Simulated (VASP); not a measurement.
# BeS (rocksalt type) (Fm-3m) in VASP: a series of runs

The runs below take BeS (rocksalt type) through electric field gradients, with PBE.

All numbers are computed with VASP 6.6.1; they aren't measurements. Logs are shortened: lines on timing, memory, paths and dates and some standing lists are left out, and cuts for length are marked.

### 1 The cell of the first run

Symmetry: Fm-3m, No. 225, cubic system. The conventional cell has a = 4.550 Å, b = 4.550 Å, c = 4.550 Å, α = 90.00°, β = 90.00°, γ = 90.00°. Within 3.0 Å of Be (site symmetry m-3m) lie 6 S at 2.28 Å. S (site symmetry m-3m) has 6 Be at 2.28 Å within 3.0 Å.

### 2 Electric field gradients, PBE (volume scaled by 0.95)

The input, INCAR:

```
PREC     = Accurate       # precision mode
ENCUT    = 520            # plane-wave cutoff, eV
EDIFF    = 1E-8           # SCF threshold, eV
ISMEAR   = -1             # smearing method
SIGMA    = 0.08           # smearing width, eV
LREAL    = F              # projectors in reciprocal space
LASPH    = T              # aspherical terms in the spheres
NELM     = 60             # most SCF steps
ALGO     = Normal         # electronic algorithm
ISIF     = 2              # what is computed and relaxed
LWAVE    = F              # write WAVECAR
LCHARG   = F              # write CHGCAR
GGA      = PE             # functional
LEFG     = T            
NBANDS   = 11             # bands
```

The input, KPOINTS:

```
regular mesh
0
Gamma
  13 13 13
```

The input, POSCAR:

```
BeS
1.0
    0.0000000000      2.2752257404      2.2752257404
    2.2752257404      0.0000000000      2.2752257404
    2.2752257404      2.2752257404      0.0000000000
Be S
1 1
Direct
    0.0000000000      0.0000000000      0.0000000000
    0.5000000000      0.5000000000      0.5000000000
```

Potentials or basis: VASP PAW PBE potentials, release 64 (Be, S).

The run is started by

```console
> cat potpaw_PBE.64/Be/POTCAR potpaw_PBE.64/S/POTCAR > POTCAR
> mpirun -np 1 vasp_std > vasp.out
```

OUTCAR:

```text
PREC = Accurate
   ENCUT = 520
   EDIFF = 1E-8
   ISMEAR = -1
   LREAL = F
   LASPH = T
   NELM = 60
   ISIF = 2
   GGA = PE

 ion  position               nearest neighbor table
   1  0.000  0.000  0.000-   2 2.28   2 2.28   2 2.28   2 2.28   2 2.28   2 2.28
   2  0.500  0.500  0.500-   1 2.28   1 2.28   1 2.28   1 2.28   1 2.28   1 2.28

  LATTYP: Found a face centered cubic cell.
 ALAT       =     4.5504514808

  Lattice vectors:

 A1 = (   0.0000000000,   2.2752257404,   2.2752257404)
 A2 = (   2.2752257404,   0.0000000000,   2.2752257404)
 A3 = (   2.2752257404,   2.2752257404,   0.0000000000)

Analysis of symmetry for initial positions (statically):
=====================================================================
 Subroutine PRICEL returns:
 Original cell was already a primitive cell.

 Routine SETGRP: Setting up the symmetry group for a
 face centered cubic supercell.

 Subroutine GETGRP returns: Found 48 space group operations
 (whereof 48 operations were pure point group operations)
 out of a pool of 48 trial point group operations.

The static configuration has the point symmetry O_h .

Analysis of symmetry for dynamics (positions and initial velocities):
=====================================================================
 Subroutine PRICEL returns:
 Original cell was already a primitive cell.

 Routine SETGRP: Setting up the symmetry group for a
 face centered cubic supercell.

 Subroutine GETGRP returns: Found 48 space group operations
 (whereof 48 operations were pure point group operations)
 out of a pool of 48 trial point group operations.

The dynamic configuration has the point symmetry O_h .

 Subroutine INISYM returns: Found 48 space group operations
 (whereof 48 operations are pure point group operations),
 and found     1 'primitive' translations

----------------------------------------------------------------------------------------

                                     Primitive cell

  volume of cell :      23.5561

  direct lattice vectors                    reciprocal lattice vectors
     0.000000000  2.275225740  2.275225740    -0.219758414  0.219758414  0.219758414
     2.275225740  0.000000000  2.275225740     0.219758414 -0.219758414  0.219758414
     2.275225740  2.275225740  0.000000000     0.219758414  0.219758414 -0.219758414

  length of vectors
     3.217655100  3.217655100  3.217655100     0.380632738  0.380632738  0.380632738

  position of ions in fractional coordinates (direct lattice)
     0.000000000  0.000000000  0.000000000
     0.500000000  0.500000000  0.500000000

  ion indices of the primitive-cell ions
   primitive index   ion index
                 1           1
                 2           2

----------------------------------------------------------------------------------------

 KPOINTS: regular mesh

Automatic generation of k-mesh.
 Grid dimensions read from file:
 generate k-points for:   13   13   13

 Generating k-lattice:

  Cartesian coordinates                     Fractional coordinates (reciprocal lattice)
    -0.016904493  0.016904493  0.016904493     0.076923077  0.000000000  0.000000000
     0.016904493 -0.016904493  0.016904493     0.000000000  0.076923077  0.000000000
     0.016904493  0.016904493 -0.016904493     0.000000000  0.000000000  0.076923077

  Length of vectors
     0.029279441  0.029279441  0.029279441

  Shift w.r.t. Gamma in fractional coordinates (k-lattice)
     0.000000000  0.000000000  0.000000000

 Subroutine IBZKPT returns following result:
 ===========================================

 Found     84 irreducible k-points:

 Following reciprocal coordinates:
            Coordinates               Weight
  0.000000  0.000000  0.000000      1.000000
  0.076923  0.000000  0.000000      8.000000
  0.153846  0.000000  0.000000      8.000000
  0.230769  0.000000  0.000000      8.000000
  0.307692  0.000000  0.000000      8.000000
  0.384615  0.000000  0.000000      8.000000
[... 16 lines left out ...]
  0.384615  0.153846  0.000000     24.000000
  0.461538  0.153846  0.000000     24.000000
 [... further k-points ...]
   k-points           NKPTS =     84   k-points in BZ     NKDIM =     84   number of bands    NBANDS=     11
   number of dos      NEDOS =    301   number of ions     NIONS =      2
   total plane-waves  NPLWV =  13824
   dimension x,y,z NGX =    24 NGY =   24 NGZ =   24
   dimension x,y,z NGXF=    48 NGYF=   48 NGZF=   48
   ions per type =               1   1
   NGX,Y,Z   is equivalent  to a cutoff of  12.40, 12.40, 12.40 a.u.
   NGXF,Y,Z  is equivalent  to a cutoff of  24.80, 24.80, 24.80 a.u.
 SYSTEM =  unknown system
   PREC   = accura    normal or accurate (medium, high low for compatibility)
   ISTART =      0    job   : 0-new  1-cont  2-samecut
   ICHARG =      2    charge: 1-file 2-atom 10-const
   ISPIN  =      1    spin polarized calculation?
   LNONCOLLINEAR =      F non collinear calculations
   LSORBIT =      F    spin-orbit coupling
   LASPH  =      T    aspherical Exc in radial PAW
   ENCUT  =  520.0 eV  38.22 Ry    6.18 a.u.   5.98  5.98  5.98*2*pi/ulx,y,z
   NELM   =     60;   NELMIN=  2; NELMDL= -5     # of ELM steps
   EDIFF  = 0.1E-07   stopping-criterion for ELM
   LREAL  =      F    real-space projection
   EDIFFG = 0.1E-06   stopping-criterion for IOM
   NSW    =      0    number of steps for IOM
   IBRION =     -1    ionic relax: 0-MD 1-quasi-New 2-CG
   NFREE  =      0    steps in history (QN), initial steepest desc. (CG)
   ISIF   =      2    stress and relaxation
   ISYM   =      2    0-nonsym 1-usesym 2-fastsym
   POTIM  = 0.5000    time-step for ionic-motion
   TEBEG  =    0.0;   TEEND  =   0.0 temperature during run
   PSTRESS=    0.0 pullay stress
   NELECT =       8.0000    total number of electrons
   NUPDOWN=      -1.0000    fix difference up-down
   EMIN   =  10.00;   EMAX   =-10.00  energy-range for DOS
   EFERMI =   0.00;   METHOD = LEGACY
   ISMEAR =    -1;   SIGMA  =   0.08  broadening in eV -4-tet -1-fermi 0-gaus
   EFERMI_NEDOS =   21; number of points for ismear=-14 and -15
   IALGO  =     38    algorithm
   IMIX   =      4    mixing-type and parameters
     AMIX     =   0.40;   BMIX     =  1.00
     AMIX_MAG =   1.60;   BMIX_MAG =  1.00
  volume/ion in A,a.u.               =      11.78        79.48
  Fermi-wavevector in a.u.,A,eV,Ry     =   1.142186  2.158419 17.750023  1.304590
  Thomas-Fermi vector in A             =   2.278885
   LORBIT       =      0    0 simple, 1 ext, 2 COOP (PROOUT), +10 PAW based schemes
   GGA     = PE    functional components
   LHFCALC =     F    Hartree Fock is set to
   AEXX    =    0.0000 exact exchange contribution
   IVDW    =     0    specifies the selected vdW correction
   LEPSILON=     F    determine dielectric tensor
   LRPA    =     F    only Hartree local field effects (RPA)
 non-spin polarized calculation
  energy-cutoff  :      520.00
  volume of cell :       23.56
 maximum number of plane-waves:       646
   NGX = 11   NGY = 11   NGZ = 11

 number of electron       8.0000001 magnetization

 Free energy of the ion-electron system (eV)
  ---------------------------------------------------
  ext. energy  EPLUGINS =         0.00000000
  ---------------------------------------------------
  free energy    TOTEN  =        -8.87243467 eV

  energy without entropy =       -8.87240840  energy(sigma->0) =       -8.87242154

 E-fermi :   7.8718     XC(G=0): -10.8407

 val. band max:        7.2999195892   @ k =  -0.1538   0.1538   0.0000
 cond. band min:       8.3371209288   @ k =   0.4615   0.4615   0.0000
 fundamental gap:      1.0372013396
 Fermi energy:         7.8717623398

 k-point     1 :       0.0000    0.0000    0.0000
  band No.  band energies     occupation
      1      -8.2938      2.00000
      2       6.9671      1.99998
      3       6.9671      1.99998
      4       6.9671      1.99998
      5      13.2221      0.00000
      6      16.0487      0.00000
      7      16.0487      0.00000
      8      16.0487      0.00000
      9      17.1619      0.00000
     10      17.1619      0.00000
     11      17.1619      0.00000

 k-point     2 :       0.0769    0.0000    0.0000
  band No.  band energies     occupation
      1      -8.2008      2.00000
      2       6.3730      2.00000
      3       6.9375      1.99998
      4       6.9375      1.99998
      5      13.4691      0.00000
      6      15.7872      0.00000
      7      15.9016      0.00000
      8      15.9016      0.00000
      9      16.5770      0.00000
     10      16.5770      0.00000
     11      17.4442      0.00000
[... 295 lines left out ...]
 k-point    24 :       0.4615    0.1538    0.0000
  band No.  band energies     occupation
      1      -5.8719      2.00000
      2       0.4868      2.00000
      3       5.0355      2.00000
      4       5.6333      2.00000
      5      10.5094      0.00000
      6      13.2167      0.00000
      7      13.7070      0.00000
      8      17.9527      0.00000
      9      18.9166      0.00000
     10      23.4574      0.00000
     11      24.1983      0.00000

 [... further k-points ...]
[... 5 lines left out ...]
  --------------------------------------------------------------------------------------
  -------------------------------------------------------------------------------------
  Total        0.8864312      0.8864312      0.8864312      0.0000000      0.0000000      0.0000000
  in kB       60.2909529     60.2909529     60.2909529      0.0000000      0.0000000      0.0000000
  external PRESSURE =      60.2909529 kB  Pullay stress =       0.0000000 kB

 VOLUME and BASIS-vectors are now :
 -----------------------------------------------------------------------------
  energy-cutoff  :      520.00
  volume of cell :       23.56
      direct lattice vectors                 reciprocal lattice vectors
     0.000000000  2.275225740  2.275225740    -0.219758414  0.219758414  0.219758414
     2.275225740  0.000000000  2.275225740     0.219758414 -0.219758414  0.219758414
     2.275225740  2.275225740  0.000000000     0.219758414  0.219758414 -0.219758414

 POSITION                                       TOTAL-FORCE (eV/Angst)
 -----------------------------------------------------------------------------------
      0.00000      0.00000      0.00000        -0.000000      0.000000     -0.000000
      2.27523      2.27523      2.27523         0.000000     -0.000000      0.000000
 -----------------------------------------------------------------------------------
    total drift:                               -0.000000     -0.000000      0.000000

  FREE ENERGIE OF THE ION-ELECTRON SYSTEM (eV)
  ---------------------------------------------------
  free  energy   TOTEN  =        -8.8724346736 eV

  energy  without entropy=       -8.8724084035  energy(sigma->0) =       -8.87242154

 Electric field gradients (V/A^2)
---------------------------------------------------------------------
 ion       V_xx      V_yy      V_zz      V_xy      V_xz      V_yz
---------------------------------------------------------------------
   1       0.000     0.000    -0.000    -0.000    -0.000    -0.000
   2       0.000    -0.000     0.000    -0.000    -0.000    -0.000
---------------------------------------------------------------------

 Electric field gradients after diagonalization (V/A^2)
 (convention: |V_zz| > |V_xx| > |V_yy|)
----------------------------------------------------------------------
 ion       V_xx      V_yy      V_zz     asymmetry (V_yy - V_xx)/ V_zz
----------------------------------------------------------------------
   1       0.000     0.000    -0.000       0.000
   2       0.000     0.000    -0.001       0.000
----------------------------------------------------------------------

           NMR quadrupolar parameters

 Cq : quadrupolar parameter    Cq=e*Q*V_zz/h
 eta: asymmetry parameters     (V_yy - V_xx)/ V_zz
 Q  : nuclear electric quadrupole moment in mb (millibarn)
----------------------------------------------------------------------
 ion       Cq(MHz)       eta       Q (mb)
----------------------------------------------------------------------
   1      -0.000       0.000       1.000
   2      -0.000       0.000       1.000
----------------------------------------------------------------------
```

Wall time 15 s (1 thread of Intel Xeon Platinum 8259CL at 2.50GHz (Skylake/Cascade Lake), shared host); peak memory 0.14 GiB.

What came out:

- Free energy: -8.8724 eV
- Pressure: 6.0 GPa
- Band gap on the k mesh: 1.04 eV, indirect (least direct gap 4.42 eV)

Levels at points of the mesh, in eV from the valence-band top:
| k point | band 1 | band 2 | band 3 | band 4 | band 5 | band 6 | band 7 | band 8 |
| --- | --- | --- | --- | --- | --- | --- | --- | --- |
| (0.00, 0.00, 0.00) | -15.59 | -0.33 | -0.33 | -0.33 | 5.92 | 8.75 | 8.75 | 8.75 |

Caveat: without QUAD_EFG the Cq values of the log hold for a quadrupole moment of 1 mb, not for the nuclei.

[end of part 1 of 2]
